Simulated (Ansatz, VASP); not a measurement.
# One calculation of HgTe, two programs

POSCAR

```
HgTe
1.0
    0.0000000000      2.9446153933      2.9446153933
    2.9446153933      0.0000000000      2.9446153933
    2.9446153933      2.9446153933      0.0000000000
Hg Te
1 1
Direct
    0.0000000000      0.0000000000      0.0000000000
    0.2500000000      0.2500000000      0.2500000000
```

File INCAR.step1:

```
  ALGO = Normal
  EDIFF = 1E-4
  ENCUT = 520
  GGA = PE
  ISMEAR = -1
  LASPH = True
  LCHARG = False
  LREAL = False
  LWAVE = True
  NBANDS = 16
  NELM = 80
  PREC = Accurate
  SIGMA = 0.08
```

File INCAR.step2:

```
  ALGO = Normal
  EDIFF = 1E-7
  ENCUT = 520
  ISIF = 2
  ISMEAR = -1
  ISTART = 1
  LASPH = True
  LCHARG = False
  LMIXTAU = True
  LREAL = False
  LWAVE = False
  METAGGA = R2SCAN
  NBANDS = 16
  NELM = 80
  PREC = Accurate
  SIGMA = 0.08
```

Contents of KPOINTS:

```
k-points
0
Gamma
  12 12 12
```

Input for Ansatz:

```yaml
crystal:
  lattice:
    - [0.0, 2.9446153933, 2.9446153933]
    - [2.9446153933, 0.0, 2.9446153933]
    - [2.9446153933, 2.9446153933, 0.0]
  atoms:
    - { symbol: Hg, position: [0.0, 0.0, 0.0] }
    - { symbol: Te, position: [0.25, 0.25, 0.25] }
kpoints:
  mp_grid: { grid: [12, 12, 12] }
scf:
  occupations: { method: fermi_dirac, width: 0.08 }
hamiltonian:
  xc: r2scan
  pseudopotentials: { kind: paw }
output:
  forces: true
  stress: true
  eigenvalues: true
  populations: true
```

Change from the starting cell: volume scaled by 0.72, PAW files.

Alike in both runs: task single point; functional r2SCAN; k mesh 12 × 12 × 12; occupations fermi-dirac, width 0.08 eV; no spin polarisation.

|  | VASP | Ansatz |
| --- | --- | --- |
| version | VASP 6.6.1 | Ansatz 0.2.0 |
| potentials or method | VASP PAW PBE potentials, release 64 (Hg, Te) | PAW with Ansatz's default frozen-core files, scalar-relativistic |
| plane-wave cutoff (eV) | 520 | 500 |
| valence electrons in the cell | 18 | 36 |

```tsv
	VASP	Ansatz	Ansatz less VASP
pressure (GPa)	30.7	30.4	-0.29
```

VASP's potentials were made for PBE, not for r2SCAN. Both programs put the cell under a high pressure, so it lies far from rest at this level. With one functional, cell and mesh, what is left measures potentials, basis and numerics. VASP's potentials hold 18 valence electrons a cell and Ansatz's 36, so a difference there can come from the potentials and not from the codes.

Spin-orbit coupling is off throughout.
